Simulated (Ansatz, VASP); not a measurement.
# Pd: VASP beside Ansatz

INCAR

```
  PREC = Accurate
  ENCUT = 520
  EDIFF = 1E-6
  ISMEAR = -1
  SIGMA = 0.1
  LREAL = False
  LASPH = True
  NELM = 100
  ALGO = Normal
  ISIF = 2
  LWAVE = False
  LCHARG = False
  GGA = RP
  NBANDS = 11
```

Contents of KPOINTS:

```
Automatic mesh
0
Gamma
  22 22 22
```

The input POSCAR:

```
Pd
1.0
    0.0000000000      2.0692657438      2.0692657438
    2.0692657438      0.0000000000      2.0692657438
    2.0692657438      2.0692657438      0.0000000000
Pd
1
Direct
    0.0000000000      0.0000000000      0.0000000000
```

Input for Ansatz:

```yaml
crystal:
  lattice:
    - [0.0, 2.0692657438, 2.0692657438]
    - [2.0692657438, 0.0, 2.0692657438]
    - [2.0692657438, 2.0692657438, 0.0]
  atoms:
    - { symbol: Pd, position: [0.0, 0.0, 0.0] }
hamiltonian:
  xc: rpbe
  pseudopotentials:
    kind: paw
    azcp:
      Pd: "pseudopotentials/Pd.paw.azcp"
basis:
  ecutwfc: 420
  fft_grid_basis: typed
kpoints:
  mp_grid: { grid: [22, 22, 22], shift: [0, 0, 0] }
magnetization:
  spin_polarized: false
scf:
  occupations: { method: fermi_dirac, width: 0.1 }
output:
  stress: true
```

Alike in both runs: task single point; functional RPBE; k mesh 22 × 22 × 22; occupations fermi-dirac, width 0.1 eV; no spin polarisation.

```csv
,VASP,Ansatz
version,VASP 6.6.1,Ansatz 0.2.0
potentials or method,"VASP PAW PBE potentials, release 64 (Pd), cutoff 520 eV","plane waves (420 eV) with PAW, scalar-relativistic"
valence electrons in the cell,10,18
```

VASP gave:

* pressure (GPa): -12.2

Which values does Ansatz return?

Pressure (GPa): -12.1.

VASP's potentials were made for PBE, not for RPBE. VASP's potentials hold 10 valence electrons a cell and Ansatz's 18, so a difference there can come from the potentials and not from the codes.
